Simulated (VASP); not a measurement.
# Pd (P6_3/mmc) in VASP: a series of runs

The runs below take Pd through single point, relaxation of cell and atoms, with RPBE.

Everything below comes from runs of VASP 6.6.1. Logs are shortened: lines on timing, memory, paths and dates and some standing lists are left out, and cuts for length are marked.

**1. The cell of the first run**

The structure is hexagonal, space group P6_3/mmc (No. 194). The conventional cell has a = 2.806 Å, b = 2.806 Å, c = 9.279 Å, α = 90.00°, β = 90.00°, γ = 120.00°. Within 3.7 Å of Pd (site symmetry -3m) lie 12 Pd at 2.81 to 2.83 Å. Pd (site symmetry -6m2) has 12 Pd at 2.81 to 2.83 Å within 3.7 Å.

This isn't the form of Pd at room conditions, which is fcc.

**2. Single point, RPBE, collinear spin**

File INCAR:

```
ALGO = Normal
EDIFF = 1E-6
ENCUT = 500
GGA = RP
GGA_COMPAT = False
ISIF = 2
ISMEAR = -1
ISPIN = 2
LASPH = True
LCHARG = False
LMAXMIX = 4
LORBIT = 11
LREAL = False
LWAVE = False
MAGMOM = 0.5 0.5 -0.5 -0.5
NBANDS = 32
NELM = 200
PREC = Accurate
SIGMA = 0.05
```

File KPOINTS:

```
k-points
0
Gamma
  17 17 5
```

File POSCAR:

```
Pd
1.0
    2.8055080290      0.0000000000      0.0000000000
   -1.4027540145      2.4296412237      0.0000000000
    0.0000000000      0.0000000000      9.2794673455
Pd
4
Direct
    1.0000000000      1.0000000000      0.0000000000
    1.0000000000      1.0000000000      0.5000000000
    0.3333333333      0.6666666667      0.2500000000
    0.6666666667      0.3333333333      0.7500000000
```

Potentials or basis: VASP PAW PBE potentials, release 64 (Pd).

Command:

```bash
$ cat potpaw_PBE.64/Pd/POTCAR > POTCAR
$ mpirun -np 1 vasp_std > vasp.out
```

OUTCAR:

```text
EDIFF = 1E-6
   ENCUT = 500
   GGA = RP
   ISIF = 2
   ISMEAR = -1
   ISPIN = 2
   LASPH = True
   LORBIT = 11
   LREAL = False
   NELM = 200
   PREC = Accurate

 ion  position               nearest neighbor table
   1  0.000  0.000  0.000-   3 2.83   4 2.83   4 2.83   3 2.83   4 2.83   3 2.83
   2  0.000  0.000  0.500-   3 2.83   4 2.83   4 2.83   3 2.83   4 2.83   3 2.83
   3  0.333  0.667  0.250-   1 2.83   2 2.83   1 2.83   2 2.83   1 2.83   2 2.83
   4  0.667  0.333  0.750-   1 2.83   2 2.83   1 2.83   2 2.83   1 2.83   2 2.83

  LATTYP: Found a hexagonal cell.
 ALAT       =     2.8055080290
 C/A-ratio  =     3.3075889463

  Lattice vectors:

 A1 = (   2.8055080290,   0.0000000000,   0.0000000000)
 A2 = (  -1.4027540145,   2.4296412237,   0.0000000000)
 A3 = (   0.0000000000,   0.0000000000,   9.2794673455)

Analysis of symmetry for initial positions (statically):
=====================================================================
 Subroutine PRICEL returns:
 Original cell was already a primitive cell.

 Routine SETGRP: Setting up the symmetry group for a
 hexagonal supercell.

 Subroutine GETGRP returns: Found 24 space group operations
 (whereof 12 operations were pure point group operations)
 out of a pool of 24 trial point group operations.

The static configuration has the point symmetry D_3d.
 The point group associated with its full space group is D_6h.

Analysis of symmetry for dynamics (positions and initial velocities):
=====================================================================
 Subroutine PRICEL returns:
 Original cell was already a primitive cell.

 Routine SETGRP: Setting up the symmetry group for a
 hexagonal supercell.

 Subroutine GETGRP returns: Found 24 space group operations
 (whereof 12 operations were pure point group operations)
 out of a pool of 24 trial point group operations.

The dynamic configuration has the point symmetry D_3d.
 The point group associated with its full space group is D_6h.

Analysis of structural, dynamic, and magnetic symmetry:
=====================================================================
 Subroutine PRICEL returns:
 Original cell was already a primitive cell.

 Routine SETGRP: Setting up the symmetry group for a
 hexagonal supercell.

 Subroutine GETGRP returns: Found 24 space group operations
 (whereof 12 operations were pure point group operations)
 out of a pool of 24 trial point group operations.

The overall configuration has the point symmetry D_3d.
 The point group associated with its full space group is D_6h.

 Subroutine INISYM returns: Found 24 space group operations
 (whereof 12 operations are pure point group operations),
 and found     1 'primitive' translations

----------------------------------------------------------------------------------------

                                     Primitive cell

  volume of cell :      63.2524

  direct lattice vectors                    reciprocal lattice vectors
     2.805508029  0.000000000  0.000000000     0.356441682  0.205791701  0.000000000
    -1.402754014  2.429641224  0.000000000     0.000000000  0.411583402  0.000000000
     0.000000000  0.000000000  9.279467346     0.000000000  0.000000000  0.107764806

  length of vectors
     2.805508029  2.805508029  9.279467346     0.411583402  0.411583402  0.107764806

  position of ions in fractional coordinates (direct lattice)
     0.000000000  0.000000000  0.000000000
     0.000000000  0.000000000  0.500000000
     0.333333333  0.666666667  0.250000000
     0.666666667  0.333333333  0.750000000

  ion indices of the primitive-cell ions
   primitive index   ion index
                 1           1
                 2           2
                 3           3
                 4           4

----------------------------------------------------------------------------------------

 KPOINTS: k-points

Automatic generation of k-mesh.
 Grid dimensions read from file:
 generate k-points for:   17   17    5

 Generating k-lattice:

  Cartesian coordinates                     Fractional coordinates (reciprocal lattice)
     0.020967158  0.012105394  0.000000000     0.058823529  0.000000000  0.000000000
     0.000000000  0.024210788  0.000000000     0.000000000  0.058823529  0.000000000
     0.000000000  0.000000000  0.021552961     0.000000000  0.000000000  0.200000000

  Length of vectors
     0.024210788  0.024210788  0.021552961

  Shift w.r.t. Gamma in fractional coordinates (k-lattice)
     0.000000000  0.000000000  0.000000000

 Subroutine IBZKPT returns following result:
 ===========================================

 Found     99 irreducible k-points:

 Following reciprocal coordinates:
            Coordinates               Weight
  0.000000  0.000000  0.000000      1.000000
  0.058824  0.000000  0.000000      6.000000
  0.117647  0.000000  0.000000      6.000000
  0.176471  0.000000  0.000000      6.000000
  0.235294  0.000000  0.000000      6.000000
  0.294118  0.000000  0.000000      6.000000
[... 16 lines left out ...]
  0.411765  0.117647  0.000000     12.000000
  0.176471  0.176471  0.000000      6.000000
 [... further k-points ...]
   k-points           NKPTS =     99   k-points in BZ     NKDIM =     99   number of bands    NBANDS=     32
   number of dos      NEDOS =    301   number of ions     NIONS =      4
   total plane-waves  NPLWV =  28000
   dimension x,y,z NGX =    20 NGY =   20 NGZ =   70
   dimension x,y,z NGXF=    40 NGYF=   40 NGZF=  140
   ions per type =               4
   NGX,Y,Z   is equivalent  to a cutoff of  11.85, 11.85, 12.54 a.u.
   NGXF,Y,Z  is equivalent  to a cutoff of  23.70, 23.70, 25.08 a.u.
 SYSTEM =  unknown system
   PREC   = accura    normal or accurate (medium, high low for compatibility)
   ISTART =      0    job   : 0-new  1-cont  2-samecut
   ICHARG =      2    charge: 1-file 2-atom 10-const
   ISPIN  =      2    spin polarized calculation?
   LNONCOLLINEAR =      F non collinear calculations
   LSORBIT =      F    spin-orbit coupling
   LASPH  =      T    aspherical Exc in radial PAW
   ENCUT  =  500.0 eV  36.75 Ry    6.06 a.u.   5.12  5.12 16.92*2*pi/ulx,y,z
   NELM   =    200;   NELMIN=  2; NELMDL= -5     # of ELM steps
   EDIFF  = 0.1E-05   stopping-criterion for ELM
   LREAL  =      F    real-space projection
   EDIFFG = 0.1E-04   stopping-criterion for IOM
   NSW    =      0    number of steps for IOM
   IBRION =     -1    ionic relax: 0-MD 1-quasi-New 2-CG
   NFREE  =      0    steps in history (QN), initial steepest desc. (CG)
   ISIF   =      2    stress and relaxation
   ISYM   =      2    0-nonsym 1-usesym 2-fastsym
   POTIM  = 0.5000    time-step for ionic-motion
   TEBEG  =    0.0;   TEEND  =   0.0 temperature during run
   PSTRESS=    0.0 pullay stress
   NELECT =      40.0000    total number of electrons
   NUPDOWN=      -1.0000    fix difference up-down
   EMIN   =  10.00;   EMAX   =-10.00  energy-range for DOS
   EFERMI =   0.00;   METHOD = LEGACY
   ISMEAR =    -1;   SIGMA  =   0.05  broadening in eV -4-tet -1-fermi 0-gaus
   EFERMI_NEDOS =   21; number of points for ismear=-14 and -15
   IALGO  =     38    algorithm
   IMIX   =      4    mixing-type and parameters
     AMIX     =   0.40;   BMIX     =  1.00
     AMIX_MAG =   1.60;   BMIX_MAG =  1.00
  volume/ion in A,a.u.               =      15.81       106.71
  Fermi-wavevector in a.u.,A,eV,Ry     =   1.405193  2.655429 26.865613  1.974567
  Thomas-Fermi vector in A             =   2.527679
   LORBIT       =     11    0 simple, 1 ext, 2 COOP (PROOUT), +10 PAW based schemes
   GGA     = RP    functional components
   LHFCALC =     F    Hartree Fock is set to
   AEXX    =    0.0000 exact exchange contribution
   IVDW    =     0    specifies the selected vdW correction
   LEPSILON=     F    determine dielectric tensor
   LRPA    =     F    only Hartree local field effects (RPA)
 spin polarized calculation
  energy-cutoff  :      500.00
  volume of cell :       63.25
 maximum number of plane-waves:      1631
   NGX = 11   NGY = 11   NGZ = 33

 number of electron      39.9999997 magnetization      -0.0048653

 number of electron      39.9999997 magnetization       0.0136109

 Free energy of the ion-electron system (eV)
  ---------------------------------------------------
  ext. energy  EPLUGINS =         0.00000000
  ---------------------------------------------------
  free energy    TOTEN  =       -18.49017860 eV

  energy without entropy =      -18.39854726  energy(sigma->0) =      -18.44436293

 E-fermi :   8.7628     XC(G=0): -12.6421

 val. band max:        8.7626252605   @ k =   0.4118   0.0588   0.4000
 cond. band min:       8.7628294162   @ k =   0.2941   0.1176   0.4000
 fundamental gap:      0.0002041557
 Fermi energy:         8.7627656017

 spin component 1

 k-point     1 :       0.0000    0.0000    0.0000
  band No.  band energies     occupation
      1       2.1938      1.00000
      2       3.7681      1.00000
      3       3.7754      1.00000
      4       3.9975      1.00000
      5       6.1633      1.00000
      6       6.1820      1.00000
[... 24 lines left out ...]
     31      27.6283      0.00000
     32      28.2814      0.00000

 k-point     2 :       0.0588    0.0000    0.0000
  band No.  band energies     occupation
      1       2.3004      1.00000
      2       3.8649      1.00000
      3       3.8729      1.00000
      4       4.0741      1.00000
      5       6.0121      1.00000
      6       6.1333      1.00000
[... 24 lines left out ...]
     31      27.5982      0.00000
     32      28.3079      0.00000
[... 733 lines left out ...]
     31      21.6970      0.00000
     32      22.8300      0.00000

 k-point    24 :       0.1765    0.1765    0.0000
  band No.  band energies     occupation
      1       4.4603      1.00000
      2       4.7679      1.00000
      3       4.8139      1.00000
      4       5.1163      1.00000
      5       5.2574      1.00000
      6       5.2766      1.00000
[... 24 lines left out ...]
     31      23.0409      0.00000
     32      24.1558      0.00000

 [... further k-points ...]

 spin component 2

 k-point     1 :       0.0000    0.0000    0.0000
  band No.  band energies     occupation
      1       2.1928      1.00000
      2       3.7679      1.00000
      3       3.7751      1.00000
      4       3.9991      1.00000
      5       6.1664      1.00000
      6       6.1839      1.00000
[... 24 lines left out ...]
     31      27.6269      0.00000
     32      28.2798      0.00000

 k-point     2 :       0.0588    0.0000    0.0000
  band No.  band energies     occupation
      1       2.2994      1.00000
      2       3.8648      1.00000
      3       3.8725      1.00000
      4       4.0757      1.00000
      5       6.0143      1.00000
      6       6.1352      1.00000
[... 24 lines left out ...]
     31      27.5969      0.00000
     32      28.3063      0.00000
[... 733 lines left out ...]
     31      21.6967      0.00000
     32      22.8236      0.00000

 k-point    24 :       0.1765    0.1765    0.0000
  band No.  band energies     occupation
      1       4.4599      1.00000
      2       4.7691      1.00000
      3       4.8148      1.00000
      4       5.1184      1.00000
      5       5.2594      1.00000
      6       5.2781      1.00000
[... 24 lines left out ...]
     31      23.0404      0.00000
     32      24.1572      0.00000

 [... further k-points ...]

------------------------ aborting loop because EDIFF is reached ----------------------------------------

  FORCE on cell =-STRESS in cart. coord.  units (eV):
  Direction    XX          YY          ZZ          XY          YZ          ZX
  --------------------------------------------------------------------------------------
  -------------------------------------------------------------------------------------
  Total       -0.0409642     -0.0409642     -0.2482863     -0.0000000      0.0000000      0.0000000
  in kB       -1.0376196     -1.0376196     -6.2890717     -0.0000000      0.0000000      0.0000000
  external PRESSURE =      -2.7881036 kB  Pullay stress =       0.0000000 kB

 VOLUME and BASIS-vectors are now :
 -----------------------------------------------------------------------------
  energy-cutoff  :      500.00
  volume of cell :       63.25
      direct lattice vectors                 reciprocal lattice vectors
     2.805508029  0.000000000  0.000000000     0.356441682  0.205791701  0.000000000
    -1.402754014  2.429641224  0.000000000     0.000000000  0.411583402  0.000000000
     0.000000000  0.000000000  9.279467346     0.000000000  0.000000000  0.107764806

 POSITION                                       TOTAL-FORCE (eV/Angst)
 -----------------------------------------------------------------------------------
      0.00000      0.00000      0.00000        -0.000000      0.000000      0.000000
      0.00000      0.00000      4.63973        -0.000000      0.000000      0.000000
     -0.00000      1.61976      2.31987         0.000000     -0.000000     -0.000000
      1.40275      0.80988      6.95960        -0.000000      0.000000     -0.000000
 -----------------------------------------------------------------------------------
    total drift:                                0.000000     -0.000000      0.000000

  FREE ENERGIE OF THE ION-ELECTRON SYSTEM (eV)
  ---------------------------------------------------
  free  energy   TOTEN  =       -18.4901785982 eV

  energy  without entropy=      -18.3985472621  energy(sigma->0) =      -18.44436293

 total charge

# of ion       s       p       d       tot
------------------------------------------
    1        0.458   0.406   8.450   9.315
    2        0.458   0.406   8.450   9.315
    3        0.459   0.407   8.447   9.313
    4        0.459   0.407   8.447   9.313
--------------------------------------------------
tot          1.834   1.626  33.795  37.255

 magnetization (x)

# of ion       s       p       d       tot
------------------------------------------
    1       -0.000  -0.000   0.005   0.005
    2       -0.000  -0.000   0.005   0.005
    3       -0.000  -0.000   0.005   0.005
    4       -0.000  -0.000   0.005   0.005
--------------------------------------------------
tot         -0.000  -0.001   0.020   0.019
```

Wall time 4.3 min (1 thread of Intel Xeon 8259CL, shared host); peak memory 0.37 GiB.

Results:

```yaml
Free_energy: -18.4902 eV
Pressure: -0.3 GPa
Band_gap_on_the_k_mesh: zero (filled and empty bands overlap)
Net_moment: 0.01 μB per cell
Valence_electrons_inside_the_program's_atomic_spheres: Pd 9.31
```

Caveat: the PAW data sets were made with another functional, which shifts forces and pressure a little.

[end of part 1 of 2]
